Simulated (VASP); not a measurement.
# Hf4Ge2W (P4/nmm) in VASP: single point with PBE

Aim: the single point of Hf4Ge2W with PBE.

Everything below comes from runs of VASP 6.6.1. Logs are shortened: lines on timing, memory, paths and dates and some standing lists are left out, and cuts for length are marked.

**1. The cell of the first run**

The structure is tetragonal, space group P4/nmm (No. 129). The conventional cell has a = 3.459 Å, b = 3.459 Å, c = 22.236 Å, α = 90.00°, β = 90.00°, γ = 90.00°. Hf (site symmetry 4mm) has 4 Ge at 2.86 Å and 5 W at 2.92 to 3.05 Å and 5 Hf at 3.03 to 3.46 Å within 3.8 Å. Hf (site symmetry 4mm) has 5 Ge at 2.89 to 3.35 Å and 9 Hf at 3.03 to 3.46 Å within 3.8 Å. Within 3.8 Å of Hf (site symmetry 4mm) lie 5 Ge at 2.88 to 3.37 Å and 9 Hf at 3.04 to 3.46 Å. Hf (site symmetry 4mm) has 5 Ge at 2.88 to 3.32 Å and 9 Hf at 3.04 to 3.46 Å within 3.8 Å. Within 3.8 Å of Ge (site symmetry 4mm) lie 9 Hf at 2.86 to 3.37 Å and 1 W at 3.07 Å and 4 Ge at 3.46 Å. Ge (site symmetry 4mm) has 10 Hf at 2.88 to 3.35 Å and 4 Ge at 3.46 Å within 3.8 Å. W (site symmetry 4mm) has 8 W at 2.85 to 3.46 Å and 5 Hf at 2.92 to 3.05 Å and 1 Ge at 3.07 Å within 3.8 Å.

**2. Single point, PBE**

The input, INCAR:

```
SYSTEM = Hf4Ge2W
PREC = Accurate ; ENCUT = 520
EDIFF = 1E-7 ; ISMEAR = 0
SIGMA = 0.2 ; LREAL = .False.
LASPH = .True. ; NELM = 80
ALGO = Fast ; ISIF = 2
LWAVE = .False. ; LCHARG = .False.
GGA = PE ; NBANDS = 95
```

The input, KPOINTS:

```
Automatic mesh
0
Gamma
  5 5 1
  0 0 0
```

The input, POSCAR:

```
Hf4Ge2W
1.0
    3.4586036949      0.0000000000      0.0000000000
    0.0000000000      3.4586036949      0.0000000000
    0.0000000000      0.0000000000     22.2357804370
Hf Ge W
8 4 2
Direct
    0.5000000000      0.0000000000      0.8956575593
    0.0000000000      0.5000000000      0.1043424407
    0.5000000000      0.0000000000      0.7594876937
    0.0000000000      0.5000000000      0.6774063540
    0.0000000000      0.5000000000      0.2405123063
    0.5000000000      0.0000000000      0.3225936460
    0.0000000000      0.5000000000      0.5405729810
    0.5000000000      0.0000000000      0.4594270190
    0.0000000000      0.5000000000      0.8290475710
    0.5000000000      0.0000000000      0.1709524290
    0.5000000000      0.0000000000      0.6088486461
    0.0000000000      0.5000000000      0.3911513539
    0.0000000000      0.5000000000      0.9670380376
    0.5000000000      0.0000000000      0.0329619624
```

Potentials or basis: VASP PAW PBE potentials, release 64 (Hf_pv, Ge_d, W_sv).

Started as:

```console
> cat potpaw_PBE.64/Hf_pv/POTCAR potpaw_PBE.64/Ge_d/POTCAR potpaw_PBE.64/W_sv/POTCAR > POTCAR
> mpirun -np 1 vasp_std > vasp.out
```

OUTCAR:

```text
SYSTEM = Hf4Ge2W
   PREC = Accurate
   ENCUT = 520
   EDIFF = 1E-7
   ISMEAR = 0
   LREAL = .False.
   LASPH = .True.
   NELM = 80
   ISIF = 2
   GGA = PE

 ion  position               nearest neighbor table
   1  0.500  0.000  0.896-   9 2.86   9 2.86   9 2.86   9 2.86  13 2.92  13 2.92  13 2.92  13 2.92
                             3 3.03  14 3.05
   2  0.000  0.500  0.104-  10 2.86  10 2.86  10 2.86  10 2.86  14 2.92  14 2.92  14 2.92  14 2.92
                             5 3.03  13 3.05
   3  0.500  0.000  0.759-   9 2.89   9 2.89   9 2.89   9 2.89   1 3.03   4 3.05   4 3.05   4 3.05
                             4 3.05  11 3.35
   4  0.000  0.500  0.677-  11 2.88  11 2.88  11 2.88  11 2.88   7 3.04   3 3.05   3 3.05   3 3.05
                             3 3.05   9 3.37
   5  0.000  0.500  0.241-  10 2.89  10 2.89  10 2.89  10 2.89   2 3.03   6 3.05   6 3.05   6 3.05
                             6 3.05  12 3.35
   6  0.500  0.000  0.323-  12 2.88  12 2.88  12 2.88  12 2.88   8 3.04   5 3.05   5 3.05   5 3.05
                             5 3.05  10 3.37
   7  0.000  0.500  0.541-  11 2.88  11 2.88  11 2.88  11 2.88   8 3.04   8 3.04   8 3.04   8 3.04
                             4 3.04  12 3.32
   8  0.500  0.000  0.459-  12 2.88  12 2.88  12 2.88  12 2.88   7 3.04   7 3.04   7 3.04   7 3.04
                             6 3.04  11 3.32
   9  0.000  0.500  0.829-   1 2.86   1 2.86   1 2.86   1 2.86   3 2.89   3 2.89   3 2.89   3 2.89
                            13 3.07   4 3.37
  10  0.500  0.000  0.171-   2 2.86   2 2.86   2 2.86   2 2.86   5 2.89   5 2.89   5 2.89   5 2.89
                            14 3.07   6 3.37
  11  0.500  0.000  0.609-   7 2.88   7 2.88   7 2.88   7 2.88   4 2.88   4 2.88   4 2.88   4 2.88
                             8 3.32   3 3.35
  12  0.000  0.500  0.391-   8 2.88   8 2.88   8 2.88   8 2.88   6 2.88   6 2.88   6 2.88   6 2.88
                             7 3.32   5 3.35
  13  0.000  0.500  0.967-  14 2.85  14 2.85  14 2.85  14 2.85   1 2.92   1 2.92   1 2.92   1 2.92
                             2 3.05   9 3.07
  14  0.500  0.000  0.033-  13 2.85  13 2.85  13 2.85  13 2.85   2 2.92   2 2.92   2 2.92   2 2.92
                             1 3.05  10 3.07

  LATTYP: Found a simple tetragonal cell.
 ALAT       =     3.4586036949
 C/A-ratio  =     6.4291206506

  Lattice vectors:

 A1 = (   3.4586036949,   0.0000000000,   0.0000000000)
 A2 = (   0.0000000000,   3.4586036949,   0.0000000000)
 A3 = (   0.0000000000,   0.0000000000,  22.2357804370)

Analysis of symmetry for initial positions (statically):
=====================================================================
 Subroutine PRICEL returns:
 Original cell was already a primitive cell.

 Routine SETGRP: Setting up the symmetry group for a
 simple tetragonal supercell.

 Subroutine GETGRP returns: Found 16 space group operations
 (whereof  8 operations were pure point group operations)
 out of a pool of 16 trial point group operations.

The static configuration has the point symmetry D_2d.
 The point group associated with its full space group is D_4h.

Analysis of symmetry for dynamics (positions and initial velocities):
=====================================================================
 Subroutine PRICEL returns:
 Original cell was already a primitive cell.

 Routine SETGRP: Setting up the symmetry group for a
 simple tetragonal supercell.

 Subroutine GETGRP returns: Found 16 space group operations
 (whereof  8 operations were pure point group operations)
 out of a pool of 16 trial point group operations.

The dynamic configuration has the point symmetry D_2d.
 The point group associated with its full space group is D_4h.

 Subroutine INISYM returns: Found 16 space group operations
 (whereof  8 operations are pure point group operations),
 and found     1 'primitive' translations

----------------------------------------------------------------------------------------

                                     Primitive cell

  volume of cell :     265.9831

  direct lattice vectors                    reciprocal lattice vectors
     3.458603695  0.000000000  0.000000000     0.289134023  0.000000000  0.000000000
     0.000000000  3.458603695  0.000000000     0.000000000  0.289134023  0.000000000
     0.000000000  0.000000000 22.235780437     0.000000000  0.000000000  0.044972561

[... 48 lines left out ...]
     0.000000000  0.057826805  0.000000000     0.000000000  0.200000000  0.000000000
     0.000000000  0.000000000  0.044972561     0.000000000  0.000000000  1.000000000

  Length of vectors
     0.057826805  0.057826805  0.044972561

  Shift w.r.t. Gamma in fractional coordinates (k-lattice)
     0.000000000  0.000000000  0.000000000

 Subroutine IBZKPT returns following result:
 ===========================================

 Found      6 irreducible k-points:

 Following reciprocal coordinates:
            Coordinates               Weight
  0.000000  0.000000  0.000000      1.000000
  0.200000  0.000000  0.000000      4.000000
  0.400000  0.000000  0.000000      4.000000
  0.200000  0.200000  0.000000      4.000000
  0.400000  0.200000  0.000000      8.000000
  0.400000  0.400000  0.000000      4.000000
   k-points           NKPTS =      6   k-points in BZ     NKDIM =      6   number of bands    NBANDS=     95
   number of dos      NEDOS =    301   number of ions     NIONS =     14
   total plane-waves  NPLWV = 131712
   dimension x,y,z NGX =    28 NGY =   28 NGZ =  168
   dimension x,y,z NGXF=    56 NGYF=   56 NGZF=  336
   ions per type =               8   4   2
   NGX,Y,Z   is equivalent  to a cutoff of  13.46, 13.46, 12.56 a.u.
   NGXF,Y,Z  is equivalent  to a cutoff of  26.92, 26.92, 25.12 a.u.
 SYSTEM =  Hf4Ge2W
   PREC   = accura    normal or accurate (medium, high low for compatibility)
   ISTART =      0    job   : 0-new  1-cont  2-samecut
   ICHARG =      2    charge: 1-file 2-atom 10-const
   ISPIN  =      1    spin polarized calculation?
   LNONCOLLINEAR =      F non collinear calculations
   LSORBIT =      F    spin-orbit coupling
   LASPH  =      T    aspherical Exc in radial PAW
   ENCUT  =  520.0 eV  38.22 Ry    6.18 a.u.   6.43  6.43 41.34*2*pi/ulx,y,z
   NELM   =     80;   NELMIN=  2; NELMDL= -5     # of ELM steps
   EDIFF  = 0.1E-06   stopping-criterion for ELM
   LREAL  =      F    real-space projection
   EDIFFG = 0.1E-05   stopping-criterion for IOM
   NSW    =      0    number of steps for IOM
   IBRION =     -1    ionic relax: 0-MD 1-quasi-New 2-CG
   NFREE  =      0    steps in history (QN), initial steepest desc. (CG)
   ISIF   =      2    stress and relaxation
   ISYM   =      2    0-nonsym 1-usesym 2-fastsym
   POTIM  = 0.5000    time-step for ionic-motion
   TEBEG  =    0.0;   TEEND  =   0.0 temperature during run
   PSTRESS=    0.0 pullay stress
   NELECT =     164.0000    total number of electrons
   NUPDOWN=      -1.0000    fix difference up-down
   EMIN   =  10.00;   EMAX   =-10.00  energy-range for DOS
   EFERMI =   0.00;   METHOD = LEGACY
   ISMEAR =     0;   SIGMA  =   0.20  broadening in eV -4-tet -1-fermi 0-gaus
   EFERMI_NEDOS =   21; number of points for ismear=-14 and -15
   IALGO  =     68    algorithm
   IMIX   =      4    mixing-type and parameters
     AMIX     =   0.40;   BMIX     =  1.00
     AMIX_MAG =   1.60;   BMIX_MAG =  1.00
  volume/ion in A,a.u.               =      19.00       128.21
  Fermi-wavevector in a.u.,A,eV,Ry     =   1.393386  2.633118 26.416046  1.941525
  Thomas-Fermi vector in A             =   2.517037
   LORBIT       =      0    0 simple, 1 ext, 2 COOP (PROOUT), +10 PAW based schemes
   GGA     = PE    functional components
   LHFCALC =     F    Hartree Fock is set to
   AEXX    =    0.0000 exact exchange contribution
   IVDW    =     0    specifies the selected vdW correction
   LEPSILON=     F    determine dielectric tensor
   LRPA    =     F    only Hartree local field effects (RPA)
 non-spin polarized calculation
 RMM-DIIS sequential band-by-band and
 Gauss-broadening in eV      SIGMA  =   0.20
  energy-cutoff  :      520.00
  volume of cell :      265.98
 maximum number of plane-waves:      7187
 NGX is ok and might be reduce to    28
   NGX = 13   NGY = 13   NGZ = 83

 number of electron     164.0000012 magnetization

 Free energy of the ion-electron system (eV)
  ---------------------------------------------------
  ext. energy  EPLUGINS =         0.00000000
  ---------------------------------------------------
  free energy    TOTEN  =      -127.79920584 eV

  energy without entropy =     -127.68078591  energy(sigma->0) =     -127.73999588

 E-fermi :   6.5825     XC(G=0): -11.9271

 val. band max:        6.5112796817   @ k =   0.4000   0.4000   0.0000
 cond. band min:       6.6280604157   @ k =   0.2000   0.2000   0.0000
 fundamental gap:      0.1167807340
 Fermi energy:         6.5825070087

 k-point     1 :       0.0000    0.0000    0.0000
  band No.  band energies     occupation
      1     -67.3094      2.00000
      2     -67.2402      2.00000
      3     -31.5953      2.00000
      4     -31.5953      2.00000
      5     -31.5662      2.00000
      6     -31.3552      2.00000
[... 571 lines left out ...]
     93       9.0932      0.00000
     94       9.1659      0.00000
 [bands above 94 left out]

------------------------ aborting loop because EDIFF is reached ----------------------------------------

  FORCE on cell =-STRESS in cart. coord.  units (eV):
  Direction    XX          YY          ZZ          XY          YZ          ZX
  --------------------------------------------------------------------------------------
  -------------------------------------------------------------------------------------
  Total       -0.4423061     -0.4423061     -0.4728145      0.0000000      0.0000000      0.0000000
  in kB       -2.6642781     -2.6642781     -2.8480485      0.0000000      0.0000000      0.0000000
  external PRESSURE =      -2.7255349 kB  Pullay stress =       0.0000000 kB

 VOLUME and BASIS-vectors are now :
 -----------------------------------------------------------------------------
  energy-cutoff  :      520.00
  volume of cell :      265.98
      direct lattice vectors                 reciprocal lattice vectors
     3.458603695  0.000000000  0.000000000     0.289134023  0.000000000  0.000000000
     0.000000000  3.458603695  0.000000000     0.000000000  0.289134023  0.000000000
     0.000000000  0.000000000 22.235780437     0.000000000  0.000000000  0.044972561

 POSITION                                       TOTAL-FORCE (eV/Angst)
 -----------------------------------------------------------------------------------
      1.72930      0.00000     19.91564         0.000000     -0.000000      0.016378
      0.00000      1.72930      2.32014         0.000000      0.000000     -0.016378
      1.72930      0.00000     16.88780         0.000000     -0.000000     -0.000847
      0.00000      1.72930     15.06266         0.000000     -0.000000      0.011838
      0.00000      1.72930      5.34798         0.000000      0.000000      0.000847
      1.72930      0.00000      7.17312         0.000000     -0.000000     -0.011838
      0.00000      1.72930     12.02006         0.000000     -0.000000     -0.008087
      1.72930      0.00000     10.21572         0.000000      0.000000      0.008087
      0.00000      1.72930     18.43452        -0.000000     -0.000000     -0.008274
      1.72930      0.00000      3.80126         0.000000      0.000000      0.008274
      1.72930      0.00000     13.53822         0.000000     -0.000000     -0.000109
      0.00000      1.72930      8.69756         0.000000     -0.000000      0.000109
      0.00000      1.72930     21.50285         0.000000      0.000000     -0.025042
      1.72930      0.00000      0.73293         0.000000      0.000000      0.025042
 -----------------------------------------------------------------------------------
    total drift:                               -0.000000      0.000000      0.000000

  FREE ENERGIE OF THE ION-ELECTRON SYSTEM (eV)
  ---------------------------------------------------
  free  energy   TOTEN  =      -127.7992058408 eV

  energy  without entropy=     -127.6807859139  energy(sigma->0) =     -127.73999588
```

It took 8.9 min on 1 thread of Intel Xeon 6975P-C (Granite Rapids), shared host; peak memory 0.43 GiB.

Results:

```
Free energy            : -127.7992 eV
Pressure               : -0.3 GPa
Largest force          : 0.025 eV/Å
Band gap on the k mesh : zero (band 82 reaches 6.71 eV, above the bottom of band 83 at 6.51 eV)
```

Forces on the atoms (eV/Å):
```
Hf   0.000  0.000  0.016
Hf   0.000  0.000 -0.016
Hf   0.000  0.000 -0.001
Hf   0.000  0.000  0.012
Hf   0.000  0.000  0.001
Hf   0.000  0.000 -0.012
Hf   0.000  0.000 -0.008
Hf   0.000  0.000  0.008
Ge   0.000  0.000 -0.008
Ge   0.000  0.000  0.008
Ge   0.000  0.000  0.000
Ge   0.000  0.000  0.000
W    0.000  0.000 -0.025
W    0.000  0.000  0.025
```

Caveat: the k points lie up to 0.36 Å⁻¹ apart; spin-orbit coupling is left out, which moves the levels of the heavy elements.
